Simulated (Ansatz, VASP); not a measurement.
**Two plane-wave programs on Si2N**

```
Si N
1.0
     6.40250    0.00000    0.00000
     0.00000    6.40250    0.00000
     0.00000    0.00000    2.54408
Si N
4 2
Direct
  0.35050 0.35050 0.00000
  0.64950 0.64950 0.00000
  0.85050 0.14950 0.50000
  0.14950 0.85050 0.50000
  0.00000 0.00000 0.00000
  0.50000 0.50000 0.50000
```

Alike in both runs: functional PBEsol; k mesh 6 × 6 × 14; occupations gaussian, width 0.1 eV; no spin polarisation.

Ansatz relaxed the structure, and its values are those at the end. VASP's run is a single point on that final structure, the one shown.

|  | VASP | Ansatz |
| --- | --- | --- |
| version | VASP 6.6.1 | Ansatz 0.2.0 |
| potentials or method | VASP PAW PBE potentials, release 64 (Si, N), cutoff 520 eV | scalar-relativistic, plane waves, PAW |
| valence electrons in the cell | 26 | 26 |

|  | VASP | Ansatz | Ansatz less VASP |
| --- | --- | --- | --- |
| gap on the k mesh at the Fermi level (eV) | none | none | - |
| pressure (GPa) | 0.0 | -0.1 | -0.08 |
| rms of the force components (eV/Å) | 0.007 | 0.003 | -0.0031 |

VASP's potentials were made for PBE, not for PBEsol. A gap of «none» marks a metal or a gap that the smearing closes.
